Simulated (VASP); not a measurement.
Crystal: HfO2.

```
CELL_PARAMETERS angstrom
0.00000 2.55750 2.55750
2.55750 0.00000 2.55750
2.55750 2.55750 0.00000
ATOMIC_POSITIONS crystal
Hf 0.00000 0.00000 0.00000
O 0.75000 0.75000 0.75000
O 0.25000 0.25000 0.25000
```

| Quantity | Value |
| --- | --- |
| Program | VASP 6.6.1 |
| Task | relaxation of cell and atoms |
| Functional | PBEsol |
| Dispersion | D3(BJ) |
| Potentials or basis | VASP PAW PBE potentials, release 64 (Hf_pv, O) |
| Cutoff | 600 eV |
| k mesh | 9 × 9 × 9 |
| Occupations | fermi-dirac, width 0.05 eV |
| Spin | no spin polarisation |

At the start: pressure -17.0 GPa; volume 11.15 Å³/atom.

Question: Where does the relaxation end?

Answer: Over 4 steps the energy falls by 42.7 meV/atom and the volume is 10.40 Å³/atom (-6.8 %); space group Fm-3m (No. 225, to 0.1 Å) before and after.

The path:
| step | energy change (eV) | largest force (eV/Å) | pressure (GPa) | volume (Å³) |
| --- | --- | --- | --- | --- |
| 1 | 0.0000 | 0.0000 | -16.96 | 33.46 |
| 2 | 0.2023 | 0.0000 | 37.20 | 28.06 |
| 3 | -0.1280 | 0.0000 | -0.58 | 31.25 |
| 4 | -0.1281 | 0.0000 | -0.06 | 31.19 |

Final structure:
```
Hf O
1.0
     0.00000    2.49841    2.49841
     2.49841    0.00000    2.49841
     2.49841    2.49841    0.00000
Hf O
1 2
Direct
  0.00000 0.00000 0.00000
  0.75000 0.75000 0.75000
  0.25000 0.25000 0.25000
```

Caveat: the PAW data sets were made with another functional, which shifts forces and pressure a little.
